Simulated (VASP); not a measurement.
A run of VASP 6.6.1:

INCAR

```
PREC     = Accurate       # precision mode
ENCUT    = 600            # plane-wave cutoff, eV
EDIFF    = 1E-6           # SCF threshold, eV
ISMEAR   = -1             # smearing method
SIGMA    = 0.1            # smearing width, eV
LREAL    = F              # projectors in reciprocal space
LASPH    = T              # aspherical terms in the spheres
NELM     = 60             # most SCF steps
ALGO     = Normal         # electronic algorithm
ISIF     = 3              # what is computed and relaxed
LWAVE    = F              # write WAVECAR
LCHARG   = F              # write CHGCAR
GGA      = PS             # functional
IBRION   = 2              # ionic algorithm
NSW      = 100            # ionic steps
EDIFFG   = -0.002         # ionic threshold
PSTRESS  = 100.0
```

Contents of KPOINTS:

```
Automatic mesh
0
Gamma
  16 16 16
```

The input POSCAR:

```
YS
1.0
    0.0000000000      2.7305001199      2.7305001199
    2.7305001199      0.0000000000      2.7305001199
    2.7305001199      2.7305001199      0.0000000000
Y S
1 1
Direct
    0.5000000000      0.5000000000      0.5000000000
    0.0000000000      0.0000000000      0.0000000000
```

Potentials or basis: VASP PAW PBE potentials, release 64 (Y_sv, S).

The run is started by

```console
$ cat potpaw_PBE.64/Y_sv/POTCAR potpaw_PBE.64/S/POTCAR > POTCAR
$ mpirun -np 1 vasp_std > vasp.out
```

Hardware: 1 thread of Intel(R) Xeon(R) 6975P-C (Granite Rapids) (shared host).

Estimate the wall time of this run.

Run time: 2.1 min on 1 thread of Intel(R) Xeon(R) 6975P-C (Granite Rapids), on a shared host, peak memory 0.28 GiB. Counts: scf iterations 56, k points 145, ion steps 7.
